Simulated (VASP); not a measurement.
# TaN: single point with r2SCAN

TaN:

```
Ta N
1.0
     5.34407    0.00000    0.00000
    -2.67203    4.62810    0.00000
     0.00000    0.00000    2.87724
Ta N
3 3
Direct
  0.00000 0.00000 0.00000
  0.33333 0.66667 0.50000
  0.66667 0.33333 0.50000
  0.50000 0.00000 0.00000
  0.50000 0.50000 0.00000
  0.00000 0.50000 0.00000
```

This cell differs from its parent crystal: biaxial strain in the a-b plane: +2.0 %, then relaxed in part.

```
Program             : VASP 6.6.1
Task                : single point
Functional          : r2SCAN
Potentials or basis : VASP PAW PBE potentials, release 64 (Ta_pv, N)
Cutoff              : 520 eV
k mesh              : 12 × 12 × 12
Occupations         : gaussian, width 0.1 eV
Spin                : no spin polarisation
```

```
Pressure               : -5.2 GPa
Band gap on the k mesh : zero (bands 24 and 25 overlap by 2.19 eV)
```

Stress tensor (GPa, compression positive):
```
-8.56  0.00  0.00
 0.00 -8.56  0.00
 0.00  0.00  1.65
```

Levels at points of the mesh, in eV from the Fermi level:
```tsv
k point	band 22	band 23	band 24	band 25	band 26	band 27
(0.00, 0.00, 0.00)	-2.81	-2.44	-1.21	-1.21	0.98	1.15
(0.50, 0.00, 0.00)	-3.48	-1.80	-0.88	1.19	1.89	1.92
(0.00, 0.00, 0.50)	-3.49	-2.14	0.93	0.93	1.78	1.85
(0.50, 0.00, 0.50)	-3.17	-2.09	-1.46	0.97	1.38	2.98
```

Wall time 8.4 min on 1 thread of Intel(R) Xeon(R) 6975P-C (Granite Rapids), with other jobs on the host, peak memory 0.37 GiB.

Caveat: the cell differs from its parent crystal (biaxial strain in the a-b plane: +2.0 %, then relaxed in part); the stress differs along the axes, from -9 to 2 GPa; the PAW data sets were made with another functional, which shifts forces and pressure a little; spin-orbit coupling is left out, which moves the levels of the heavy elements.
